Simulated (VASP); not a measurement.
Here is a VASP 6.6.1 calculation.

The input POSCAR:

```
Zr3O
1.0
    5.5753331005      0.0000000000      0.0000000000
   -2.7876665502      4.8283800996      0.0000000000
    0.0000000000      0.0000000000      5.1298589700
Zr O
6 2
Direct
    0.3388596728      0.0000000000      0.0000000000
    0.3388596728      0.3388596728      0.5000000000
    0.0000000000      0.3388596728      0.0000000000
    0.6611403272      0.0000000000      0.5000000000
    0.6611403272      0.6611403272      0.0000000000
    0.0000000000      0.6611403272      0.5000000000
    0.3333333333      0.6666666667      0.2500000000
    0.6666666667      0.3333333333      0.7500000000
```

INCAR.step1

```
SYSTEM = Zr3O
ALGO = Normal ; EDIFF = 1E-4
ENCUT = 520 ; GGA = PE
ISMEAR = -1 ; LASPH = .TRUE.
LCHARG = .FALSE. ; LREAL = .FALSE.
LWAVE = .TRUE. ; NBANDS = 52
NELM = 100 ; PREC = Accurate
SIGMA = 0.1
```

INCAR.step2

```
SYSTEM = Zr3O
ALGO = Normal ; EDIFF = 1E-6
ENCUT = 520 ; ISIF = 2
ISMEAR = -1 ; ISTART = 1
LASPH = .TRUE. ; LCHARG = .FALSE.
LMIXTAU = .TRUE. ; LREAL = .FALSE.
LWAVE = .FALSE. ; METAGGA = R2SCAN
NBANDS = 52 ; NELM = 100
PREC = Accurate ; SIGMA = 0.1
```

KPOINTS

```
k-points
0
G
  7 7 7
  0 0 0
```

Potentials or basis: VASP PAW PBE potentials, release 64 (Zr_sv, O).

Launch:

```console
$ cat potpaw_PBE.64/Zr_sv/POTCAR potpaw_PBE.64/O/POTCAR > POTCAR
$ cp INCAR.step1 INCAR
$ mpirun -np 1 vasp_std > vasp.out
$ cp INCAR.step2 INCAR
$ mpirun -np 1 vasp_std > vasp.out
```

(1) Predict the pressure.

(2) What does it give for the band gap on the k mesh?

Answers

(1) 6.3 GPa.

(2) zero (bands 42 and 43 overlap by 0.80 eV).

Caveat: the cell stands under pressure; the PAW data sets were made with another functional, which shifts forces and pressure a little.
